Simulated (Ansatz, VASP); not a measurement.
**Two plane-wave programs on CdSe**

The input INCAR:

```
PREC = Accurate
ENCUT = 520
EDIFF = 1E-6
ISMEAR = 0
SIGMA = 0.01
LREAL = F
LASPH = T
NELM = 100
ALGO = Normal
ISIF = 2
LWAVE = F
LCHARG = T
GGA = PE
LELF = T
LVHAR = T
NBANDS = 26
```

File KPOINTS:

```
Automatic mesh
0
Gamma
  6 6 4
```

File POSCAR:

```
CdSe
1.0
    4.3407236668      0.0000000000      0.0000000000
   -2.1703618334      3.7591769662      0.0000000000
    0.0000000000      0.0000000000      7.0766459765
Cd Se
2 2
Direct
    0.3333333333      0.6666666667     -0.0004760038
    0.6666666667      0.3333333333      0.4995239962
    0.3333333333      0.6666666667      0.3754760038
    0.6666666667      0.3333333333      0.8754760038
```

Input for Ansatz:

```yaml
crystal:
  lattice:
    - [4.3407236668, 0.0, 0.0]
    - [-2.1703618334, 3.7591769662, 0.0]
    - [0.0, 0.0, 7.0766459765]
  atoms:
    - { symbol: Cd, position: [0.3333333333, 0.6666666667, -0.0004760038] }
    - { symbol: Cd, position: [0.6666666667, 0.3333333333, 0.4995239962] }
    - { symbol: Se, position: [0.3333333333, 0.6666666667, 0.3754760038] }
    - { symbol: Se, position: [0.6666666667, 0.3333333333, 0.8754760038] }
kpoints:
  mp_grid: { grid: [6, 6, 4] }
hamiltonian:
  xc: pbe
scf:
  occupations: { method: fixed }
  n_extra_bands: 5
output:
  forces: true
  stress: true
  eigenvalues: true
```

Alike in both runs: task single point; functional PBE; k mesh 6 × 6 × 4; no spin polarisation.

|  | VASP | Ansatz |
| --- | --- | --- |
| version | VASP 6.6.1 | Ansatz 0.2.0 |
| potentials or method | VASP PAW PBE potentials, release 64 (Cd, Se) | plane waves, PAW |
| plane-wave cutoff (eV) | 520 | 420 |
| occupations | gaussian, width 0.01 eV | fixed |
| valence electrons in the cell | 36 | 72 |

|  | VASP | Ansatz | Ansatz less VASP |
| --- | --- | --- | --- |
| gap on the k mesh at the Fermi level (eV) | 0.61 | 0.61 | +0.001 |
| pressure (GPa) | 1.7 | 1.5 | -0.28 |

VASP's potentials hold 36 valence electrons a cell and Ansatz's 72, so a difference there can come from the potentials and not from the codes.
